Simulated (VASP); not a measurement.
# SrO (I4/mmm) in VASP: a series of runs

The runs below take SrO through single point, with r2SCAN.

Program: VASP 6.6.1. These are calculated values, not measurements. Logs are shortened: lines on timing, memory, paths and dates and some standing lists are left out, and cuts for length are marked.

### Step 1. The cell of the first run

The structure is tetragonal, space group I4/mmm (No. 139). Conventional cell: a = 3.613 Å, b = 3.613 Å, c = 5.186 Å, α = 90.00°, β = 90.00°, γ = 90.00°. Sr (site symmetry 4/mmm) has 6 O at 2.55 to 2.59 Å within 3.4 Å. Within 3.4 Å of O (site symmetry 4/mmm) lie 6 Sr at 2.55 to 2.59 Å.

### Step 2. Single point, r2SCAN (in-plane strain -0.01, then relaxed in part)

POSCAR

```
SrO
1.0
    2.5545116585      2.5545116585      0.0000000000
   -2.5545116585      2.5545116585      0.0000000000
    0.0000000000      2.5545116585      2.5931238922
Sr O
1 1
Direct
    0.5000000000      0.5000000000      0.0000000000
    0.0000000000      0.0000000000      0.0000000000
```

INCAR.step1

```
SYSTEM = SrO
PREC     = Accurate       ! precision mode
ENCUT    = 520            ! plane-wave cutoff, eV
ISMEAR   = 0              ! smearing method
SIGMA    = 0.01           ! smearing width, eV
LREAL    = .FALSE.        ! projectors in reciprocal space
LASPH    = .TRUE.         ! aspherical terms in the spheres
NELM     = 60             ! most SCF steps
NBANDS   = 15             ! bands
GGA      = PE             ! functional
ALGO     = Normal         ! electronic algorithm
EDIFF    = 1E-4           ! SCF threshold, eV
LWAVE    = .TRUE.         ! write WAVECAR
LCHARG   = .FALSE.        ! write CHGCAR
```

INCAR.step2

```
SYSTEM = SrO
PREC     = Accurate       ! precision mode
ENCUT    = 520            ! plane-wave cutoff, eV
EDIFF    = 1E-6           ! SCF threshold, eV
ISMEAR   = 0              ! smearing method
SIGMA    = 0.01           ! smearing width, eV
LREAL    = .FALSE.        ! projectors in reciprocal space
LASPH    = .TRUE.         ! aspherical terms in the spheres
NELM     = 60             ! most SCF steps
ALGO     = Normal         ! electronic algorithm
ISIF     = 2              ! what is computed and relaxed
LWAVE    = .FALSE.        ! write WAVECAR
LCHARG   = .FALSE.        ! write CHGCAR
METAGGA  = R2SCAN         ! meta-GGA
LMIXTAU  = .TRUE.       
NBANDS   = 15             ! bands
ISTART   = 1
```

KPOINTS

```
regular mesh
0
G
  8 8 8
  0 0 0
```

Potentials or basis: VASP PAW PBE potentials, release 64 (Sr_sv, O).

Started as:

```sh
$ cat potpaw_PBE.64/Sr_sv/POTCAR potpaw_PBE.64/O/POTCAR > POTCAR
$ cp INCAR.step1 INCAR
$ mpirun -np 1 vasp_std > vasp.out
$ cp INCAR.step2 INCAR
$ mpirun -np 1 vasp_std > vasp.out
```

OUTCAR:

```text
SYSTEM = SrO
   PREC = Accurate
   ENCUT = 520
   EDIFF = 1E-6
   ISMEAR = 0
   LREAL = .FALSE.
   LASPH = .TRUE.
   NELM = 60
   ISIF = 2
   METAGGA = R2SCAN
   ISTART = 1

 ion  position               nearest neighbor table
   1  0.500  0.500  0.000-   2 2.55   2 2.55   2 2.55   2 2.55   2 2.59   2 2.59
   2  0.000  0.000  0.000-   1 2.55   1 2.55   1 2.55   1 2.55   1 2.59   1 2.59

  LATTYP: Found a body centered tetragonal cell.
 ALAT       =     3.6126250327
 C/A-ratio  =     1.4355898377

  Lattice vectors:

 A1 = (   2.5545116585,   0.0000000000,  -2.5931238922)
 A2 = (  -2.5545116585,   0.0000000000,  -2.5931238922)
 A3 = (   0.0000000000,   2.5545116585,   2.5931238922)

Analysis of symmetry for initial positions (statically):
=====================================================================
 Subroutine PRICEL returns:
 Original cell was already a primitive cell.

 Routine SETGRP: Setting up the symmetry group for a
 body centered tetragonal supercell.

 Subroutine GETGRP returns: Found 16 space group operations
 (whereof 16 operations were pure point group operations)
 out of a pool of 16 trial point group operations.

The static configuration has the point symmetry D_4h.

Analysis of symmetry for dynamics (positions and initial velocities):
=====================================================================
 Subroutine PRICEL returns:
 Original cell was already a primitive cell.

 Routine SETGRP: Setting up the symmetry group for a
 body centered tetragonal supercell.

 Subroutine GETGRP returns: Found 16 space group operations
 (whereof 16 operations were pure point group operations)
 out of a pool of 16 trial point group operations.

The dynamic configuration has the point symmetry D_4h.

 Subroutine INISYM returns: Found 16 space group operations
 (whereof 16 operations are pure point group operations),
 and found     1 'primitive' translations

----------------------------------------------------------------------------------------

                                     Primitive cell

  volume of cell :      33.8430

  direct lattice vectors                    reciprocal lattice vectors
     2.554511659  2.554511659  0.000000000     0.195732127  0.195732127 -0.192817629
    -2.554511659  2.554511659  0.000000000    -0.195732127  0.195732127 -0.192817629
     0.000000000  2.554511659  2.593123892     0.000000000  0.000000000  0.385635258

  length of vectors
     3.612625033  3.612625033  3.640030403     0.337343696  0.337343696  0.385635258

  position of ions in fractional coordinates (direct lattice)
     0.500000000  0.500000000  0.000000000
     0.000000000  0.000000000  0.000000000

  ion indices of the primitive-cell ions
   primitive index   ion index
                 1           1
                 2           2

----------------------------------------------------------------------------------------

 KPOINTS: regular mesh

Automatic generation of k-mesh.
 Grid dimensions read from file:
 generate k-points for:    8    8    8

 Generating k-lattice:

  Cartesian coordinates                     Fractional coordinates (reciprocal lattice)
     0.024466516  0.024466516 -0.024102204     0.125000000  0.000000000  0.000000000
    -0.024466516  0.024466516 -0.024102204     0.000000000  0.125000000  0.000000000
     0.000000000  0.000000000  0.048204407     0.000000000  0.000000000  0.125000000

  Length of vectors
     0.042167962  0.042167962  0.048204407

  Shift w.r.t. Gamma in fractional coordinates (k-lattice)
     0.000000000  0.000000000  0.000000000

 Subroutine IBZKPT returns following result:
 ===========================================

 Found     59 irreducible k-points:

 Following reciprocal coordinates:
            Coordinates               Weight
  0.000000  0.000000  0.000000      1.000000
  0.125000  0.000000  0.000000      8.000000
  0.250000  0.000000  0.000000      8.000000
  0.375000  0.000000  0.000000      8.000000
  0.500000  0.000000  0.000000      4.000000
  0.125000  0.125000  0.000000      8.000000
[... 16 lines left out ...]
  0.250000  0.000000  0.125000      4.000000
  0.375000  0.000000  0.125000      8.000000
 [... further k-points ...]
   k-points           NKPTS =     59   k-points in BZ     NKDIM =     59   number of bands    NBANDS=     15
   number of dos      NEDOS =    301   number of ions     NIONS =      2
   total plane-waves  NPLWV =  21952
   dimension x,y,z NGX =    28 NGY =   28 NGZ =   28
   dimension x,y,z NGXF=    56 NGYF=   56 NGZF=   56
   ions per type =               1   1
   NGX,Y,Z   is equivalent  to a cutoff of  12.89, 12.89, 12.79 a.u.
   NGXF,Y,Z  is equivalent  to a cutoff of  25.77, 25.77, 25.58 a.u.
 SYSTEM =  SrO
   PREC   = accura    normal or accurate (medium, high low for compatibility)
   ISTART =      1    job   : 0-new  1-cont  2-samecut
   ICHARG =      0    charge: 1-file 2-atom 10-const
   ISPIN  =      1    spin polarized calculation?
   LNONCOLLINEAR =      F non collinear calculations
   LSORBIT =      F    spin-orbit coupling
   LASPH  =      T    aspherical Exc in radial PAW
   ENCUT  =  520.0 eV  38.22 Ry    6.18 a.u.   6.72  6.72  6.77*2*pi/ulx,y,z
   NELM   =     60;   NELMIN=  2; NELMDL=  0     # of ELM steps
   EDIFF  = 0.1E-05   stopping-criterion for ELM
   LREAL  =      F    real-space projection
   EDIFFG = 0.1E-04   stopping-criterion for IOM
   NSW    =      0    number of steps for IOM
   IBRION =     -1    ionic relax: 0-MD 1-quasi-New 2-CG
   NFREE  =      0    steps in history (QN), initial steepest desc. (CG)
   ISIF   =      2    stress and relaxation
   ISYM   =      2    0-nonsym 1-usesym 2-fastsym
   POTIM  = 0.5000    time-step for ionic-motion
   TEBEG  =    0.0;   TEEND  =   0.0 temperature during run
   PSTRESS=    0.0 pullay stress
   NELECT =      16.0000    total number of electrons
   NUPDOWN=      -1.0000    fix difference up-down
   EMIN   =  10.00;   EMAX   =-10.00  energy-range for DOS
   EFERMI =   0.00;   METHOD = LEGACY
   ISMEAR =     0;   SIGMA  =   0.01  broadening in eV -4-tet -1-fermi 0-gaus
   EFERMI_NEDOS =   21; number of points for ismear=-14 and -15
   IALGO  =     38    algorithm
   IMIX   =      4    mixing-type and parameters
     AMIX     =   0.40;   BMIX     =  1.00
     AMIX_MAG =   1.60;   BMIX_MAG =  1.00
  volume/ion in A,a.u.               =      16.92       114.19
  Fermi-wavevector in a.u.,A,eV,Ry     =   1.275338  2.410039 22.129683  1.626486
  Thomas-Fermi vector in A             =   2.408055
   LORBIT       =      0    0 simple, 1 ext, 2 COOP (PROOUT), +10 PAW based schemes
   METAGGA = R2SCAN    functional components
   LHFCALC =     F    Hartree Fock is set to
   AEXX    =    0.0000 exact exchange contribution
   IVDW    =     0    specifies the selected vdW correction
   LEPSILON=     F    determine dielectric tensor
   LRPA    =     F    only Hartree local field effects (RPA)
 non-spin polarized calculation
 Gauss-broadening in eV      SIGMA  =   0.01
  energy-cutoff  :      520.00
  volume of cell :       33.84
 maximum number of plane-waves:       934
   NGX = 13   NGY = 13   NGZ = 13

 number of electron      15.9999997 magnetization

 Free energy of the ion-electron system (eV)
  ---------------------------------------------------
  ext. energy  EPLUGINS =         0.00000000
  ---------------------------------------------------
  free energy    TOTEN  =       -27.04901055 eV

  energy without entropy =      -27.04901055  energy(sigma->0) =      -27.04901055

 E-fermi :   1.4321     XC(G=0): -10.6079

 val. band max:        1.3796961508   @ k =   0.0000   0.0000   0.0000
 cond. band min:       5.0838288593   @ k =   0.5000   0.5000   0.0000
 fundamental gap:      3.7041327085
 Fermi energy:         1.4320856240

 k-point     1 :       0.0000    0.0000    0.0000
  band No.  band energies     occupation
      1     -32.0931      2.00000
      2     -14.6716      2.00000
      3     -13.1211      2.00000
      4     -13.1075      2.00000
      5     -13.1075      2.00000
      6       1.3272      2.00000
      7       1.3797      2.00000
      8       1.3797      2.00000
      9       6.0475      0.00000
     10       8.0758      0.00000
     11       8.1886      0.00000
     12       8.1886      0.00000
     13      10.3858      0.00000
     14      10.5849      0.00000
     15      14.6857      0.00000

 k-point     2 :       0.1250    0.0000    0.0000
  band No.  band energies     occupation
      1     -32.0725      2.00000
      2     -14.9629      2.00000
      3     -13.1309      2.00000
      4     -13.1171      2.00000
      5     -12.8700      2.00000
      6       0.9337      2.00000
      7       1.1543      2.00000
      8       1.1810      2.00000
      9       6.7318      0.00000
     10       7.9866      0.00000
     11       8.4350      0.00000
     12       8.4970      0.00000
     13      10.7996      0.00000
     14      11.0052      0.00000
     15      15.7119      0.00000

 k-point     3 :       0.2500    0.0000    0.0000
  band No.  band energies     occupation
      1     -32.0225      2.00000
      2     -15.4818      2.00000
      3     -13.1633      2.00000
      4     -13.1400      2.00000
      5     -12.4721      2.00000
      6       0.1282      2.00000
      7       0.7346      2.00000
      8       0.7488      2.00000
      9       7.9147      0.00000
     10       8.2777      0.00000
     11       9.2970      0.00000
     12       9.3367      0.00000
     13      11.8406      0.00000
     14      12.0560      0.00000
     15      17.7629      0.00000

 k-point     4 :       0.3750    0.0000    0.0000
  band No.  band energies     occupation
      1     -31.9717      2.00000
      2     -15.8897      2.00000
      3     -13.1952      2.00000
      4     -13.1624      2.00000
      5     -12.1856      2.00000
      6      -0.5215      2.00000
      7       0.3659      2.00000
      8       0.3675      2.00000
      9       8.2443      0.00000
     10       9.8028      0.00000
     11      10.3520      0.00000
     12      10.3712      0.00000
     13      13.1379      0.00000
     14      13.3406      0.00000
     15      17.7948      0.00000
[... 307 lines left out ...]
 k-point    22 :       0.0000    0.0000    0.1250
  band No.  band energies     occupation
      1     -32.0668      2.00000
      2     -14.9653      2.00000
      3     -13.1596      2.00000
      4     -13.1596      2.00000
      5     -12.8503      2.00000
      6       0.6164      2.00000
      7       1.3181      2.00000
      8       1.3181      2.00000
      9       6.8463      0.00000
     10       7.4015      0.00000
     11       8.8403      0.00000
     12       8.8403      0.00000
     13      10.7931      0.00000
     14      11.1489      0.00000
     15      15.9751      0.00000

 k-point    23 :       0.2500    0.0000    0.1250
  band No.  band energies     occupation
      1     -32.0416      2.00000
      2     -15.2782      2.00000
      3     -13.2330      2.00000
      4     -13.1035      2.00000
      5     -12.5869      2.00000
      6       0.3822      2.00000
      7       0.7993      2.00000
      8       1.1585      2.00000
      9       7.4741      0.00000
     10       7.7161      0.00000
     11       8.7527      0.00000
     12       9.3637      0.00000
     13      11.2490      0.00000
     14      11.8606      0.00000
     15      17.1033      0.00000

 k-point    24 :       0.3750    0.0000    0.1250
  band No.  band energies     occupation
      1     -31.9914      2.00000
      2     -15.6532      2.00000
      3     -13.3248      2.00000
      4     -13.1269      2.00000
      5     -12.3236      2.00000
      6      -0.1931      2.00000
      7       0.4323      2.00000
      8       0.8646      2.00000
      9       7.8182      0.00000
     10       8.6838      0.00000
     11       9.5550      0.00000
     12      10.3775      0.00000
     13      12.4633      0.00000
     14      12.9267      0.00000
     15      18.4074      0.00000

 [... further k-points ...]

------------------------ aborting loop because EDIFF is reached ----------------------------------------

  FORCE on cell =-STRESS in cart. coord.  units (eV):
  Direction    XX          YY          ZZ          XY          YZ          ZX
  --------------------------------------------------------------------------------------
  -------------------------------------------------------------------------------------
  Total        0.5876268      0.5876268      0.1133830      0.0000000      0.0000000      0.0000000
  in kB       27.8191018     27.8191018      5.3677152      0.0000000      0.0000000      0.0000000
  external PRESSURE =      20.3353063 kB  Pullay stress =       0.0000000 kB

 VOLUME and BASIS-vectors are now :
 -----------------------------------------------------------------------------
  energy-cutoff  :      520.00
  volume of cell :       33.84
      direct lattice vectors                 reciprocal lattice vectors
     2.554511659  2.554511659  0.000000000     0.195732127  0.195732127 -0.192817629
    -2.554511659  2.554511659  0.000000000    -0.195732127  0.195732127 -0.192817629
     0.000000000  2.554511659  2.593123892     0.000000000  0.000000000  0.385635258

 POSITION                                       TOTAL-FORCE (eV/Angst)
 -----------------------------------------------------------------------------------
      0.00000      2.55451      0.00000        -0.000000      0.000000      0.000000
      0.00000      0.00000      0.00000         0.000000     -0.000000      0.000000
 -----------------------------------------------------------------------------------
    total drift:                               -0.000000      0.000000     -0.000000

  FREE ENERGIE OF THE ION-ELECTRON SYSTEM (eV)
  ---------------------------------------------------
  free  energy   TOTEN  =       -27.0490105466 eV

  energy  without entropy=      -27.0490105466  energy(sigma->0) =      -27.04901055
```

Wall time 69 s (1 thread of Intel Xeon 6975P-C (Granite Rapids), shared host); peak memory 0.18 GiB.

What came out:

```
Free energy            : -27.0490 eV
Pressure               : 2.0 GPa
Band gap on the k mesh : 3.70 eV (least direct gap 3.78 eV)
```

Levels at points of the mesh, in eV from the valence-band top:
```csv
k point,band 6,band 7,band 8,band 9,band 10,band 11
"(0.00, 0.00, 0.00)",-0.05,0.00,0.00,4.67,6.70,6.81
"(0.50, 0.00, 0.00)",-2.14,-1.16,-1.16,7.11,9.10,9.48
"(0.50, 0.50, 0.00)",-0.41,-0.14,-0.08,3.70,8.53,10.93
"(0.00, 0.00, 0.50)",-0.50,-0.08,-0.08,3.76,8.54,10.94
```

Caveat: the cell differs from its parent crystal (in-plane strain -0.01, then relaxed in part); the PAW data sets were made with another functional, which shifts forces and pressure a little. A k mesh can miss the band edges.

### Step 3. Single point, r2SCAN (film at in-plane strain -0.01)

POSCAR is that of step 2.

INCAR.step1

```
PREC = Accurate ; ENCUT = 520
ISMEAR = 0 ; SIGMA = 0.01
LREAL = False ; LASPH = True
NELM = 60 ; NBANDS = 15
GGA = PE ; ALGO = Normal
EDIFF = 1E-4 ; LWAVE = True
LCHARG = False
```

INCAR.step2

```
PREC = Accurate ; ENCUT = 520
EDIFF = 1E-7 ; ISMEAR = 0
SIGMA = 0.01 ; LREAL = False
LASPH = True ; NELM = 60
ALGO = Normal ; ISIF = 2
LWAVE = False ; LCHARG = False
METAGGA = R2SCAN ; LMIXTAU = True
NBANDS = 15 ; ISTART = 1
```

KPOINTS

```
Automatic mesh
0
Gamma
  8 8 8
```

Potentials or basis: VASP PAW PBE potentials, release 64 (Sr_sv, O).

Started as:

```sh
$ cat potpaw_PBE.64/Sr_sv/POTCAR potpaw_PBE.64/O/POTCAR > POTCAR
$ cp INCAR.step1 INCAR
$ mpirun -np 1 vasp_std > vasp.out
$ cp INCAR.step2 INCAR
$ mpirun -np 1 vasp_std > vasp.out
```

It took 72 s on 1 thread of Intel Xeon 6975P-C (Granite Rapids), shared host; peak memory 0.18 GiB.

The run converged. Its results:

* Free energy: -27.0490 eV
* Pressure: 2.0 GPa
* Band gap on the k mesh: 3.70 eV (least direct gap 3.78 eV)

Stress tensor (GPa, compression positive):
```
2.78 0.00 0.00
0.00 2.78 0.00
0.00 0.00 0.54
```

Levels at points of the mesh, in eV from the valence-band top:
| k point | band 4 | band 5 | band 6 | band 7 | band 8 | band 9 | band 10 | band 11 | band 12 | band 13 |
| --- | --- | --- | --- | --- | --- | --- | --- | --- | --- | --- |
| (0.00, 0.00, 0.00) | -14.49 | -14.49 | -0.05 | 0.00 | 0.00 | 4.67 | 6.70 | 6.81 | 6.81 | 9.01 |
| (0.50, 0.00, 0.00) | -14.55 | -13.46 | -2.14 | -1.16 | -1.16 | 7.11 | 9.10 | 9.48 | 9.50 | 12.62 |
| (0.50, 0.50, 0.00) | -14.88 | -14.86 | -0.41 | -0.14 | -0.08 | 3.70 | 8.53 | 10.93 | 11.16 | 11.63 |
| (0.00, 0.00, 0.50) | -14.84 | -14.84 | -0.50 | -0.08 | -0.08 | 3.76 | 8.54 | 10.94 | 11.10 | 11.72 |

Caveat: the cell differs from its parent crystal (film at in-plane strain -0.01); the PAW data sets were made with another functional, which shifts forces and pressure a little. A k mesh can miss the band edges.

### Step 4. Single point, r2SCAN (in-plane strain -0.01)

Edit POSCAR of step 3 so:

```diff
@@ -4,3 +4,3 @@
    -2.5545116585      2.5545116585      0.0000000000
-    0.0000000000      2.5545116585      2.5931238922
+    0.0000000000      2.5545116585      2.5957966954
 Sr O
```

INCAR.step1

```
SYSTEM = SrO
ALGO = Normal ; EDIFF = 1E-4
ENCUT = 520 ; GGA = PE
ISMEAR = 0 ; LASPH = .TRUE.
LCHARG = .FALSE. ; LREAL = .FALSE.
LWAVE = .TRUE. ; NBANDS = 15
NELM = 80 ; PREC = Accurate
SIGMA = 0.01
```

INCAR.step2

```
SYSTEM = SrO
ALGO = Normal ; EDIFF = 1E-7
ENCUT = 520 ; ISIF = 2
ISMEAR = 0 ; ISTART = 1
LASPH = .TRUE. ; LCHARG = .FALSE.
LMIXTAU = .TRUE. ; LREAL = .FALSE.
LWAVE = .FALSE. ; METAGGA = R2SCAN
NBANDS = 15 ; NELM = 80
PREC = Accurate ; SIGMA = 0.01
```

KPOINTS

```
k-points
0
G
  8 8 8
  0 0 0
```

Started as:

```sh
$ cat potpaw_PBE.64/Sr_sv/POTCAR potpaw_PBE.64/O/POTCAR > POTCAR
$ cp INCAR.step1 INCAR
$ mpirun -np 1 vasp_std > vasp.out
$ cp INCAR.step2 INCAR
$ mpirun -np 1 vasp_std > vasp.out
```

Run time: 70 s. Hardware: 1 thread of Intel Xeon 6975P-C (Granite Rapids), shared host; peak memory 0.18 GiB.

It converged, with:

```
Free energy            : -27.0491 eV
Pressure               : 1.9 GPa
Band gap on the k mesh : 3.70 eV (least direct gap 3.78 eV)
```

Stress tensor (GPa, compression positive):
```
2.73 0.00 0.00
0.00 2.73 0.00
0.00 0.00 0.35
```

Levels at points of the mesh, in eV from the valence-band top:
```
           k point  band 4  band 5  band 6  band 7  band 8  band 9  band 10  band 11  band 12  band 13
(0.00, 0.00, 0.00)  -14.49  -14.49   -0.06    0.00    0.00    4.66     6.69     6.81     6.81     8.99
(0.50, 0.00, 0.00)  -14.56  -13.47   -2.14   -1.16   -1.15    7.11     9.09     9.48     9.50    12.60
(0.50, 0.50, 0.00)  -14.88  -14.86   -0.41   -0.15   -0.08    3.70     8.52    10.92    11.15    11.62
(0.00, 0.00, 0.50)  -14.84  -14.84   -0.51   -0.08   -0.08    3.76     8.53    10.94    11.09    11.71
```

Caveat: the cell differs from its parent crystal (in-plane strain -0.01); the PAW data sets were made with another functional, which shifts forces and pressure a little. A k mesh can miss the band edges.
